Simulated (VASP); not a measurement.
Input of a VASP 6.6.1 run:

File INCAR:

```
PREC     = Accurate       # precision mode
ENCUT    = 520            # plane-wave cutoff, eV
EDIFF    = 1E-8           # SCF threshold, eV
ISMEAR   = -1             # smearing method
SIGMA    = 0.08           # smearing width, eV
LREAL    = F              # projectors in reciprocal space
LASPH    = T              # aspherical terms in the spheres
NELM     = 100            # most SCF steps
ALGO     = Normal         # electronic algorithm
ISIF     = 2              # what is computed and relaxed
LWAVE    = F              # write WAVECAR
LCHARG   = F              # write CHGCAR
GGA      = CA             # functional
LEFG     = T            
NBANDS   = 32             # bands
```

File KPOINTS:

```
Automatic mesh
0
Gamma
  9 9 9
```

File POSCAR:

```
Ti3Ag
1.0
    4.2009104012      0.0000000000      0.0000000000
    0.0000000000      4.2009104012      0.0000000000
    0.0000000000      0.0000000000      3.9631230200
Ti Ag
3 1
Direct
    0.0000000000      0.5000000000      0.5000000000
    0.5000000000      0.0000000000      0.5000000000
    0.5000000000      0.5000000000      0.0000000000
    0.0000000000      0.0000000000      0.0000000000
```

Potentials or basis: VASP PAW LDA potentials, release 64 (Ti_sv, Ag).

The run is started by

```console
$ cat potpaw_LDA.64/Ti_sv/POTCAR potpaw_LDA.64/Ag/POTCAR > POTCAR
$ mpirun -np 1 vasp_std > vasp.out
```

Task: What does it give for the band gap on the k mesh?

Result: Zero (an odd number of electrons rules out a gap without spin polarisation).

Task: Predict the pressure.

Result: -10.7 GPa.

Stress tensor (GPa, compression positive):
```
-11.39   0.00   0.00
  0.00 -11.39   0.00
  0.00   0.00  -9.27
```

Caveat: the cell stands under tension; without QUAD_EFG the Cq values of the log hold for a quadrupole moment of 1 mb, not for the nuclei.
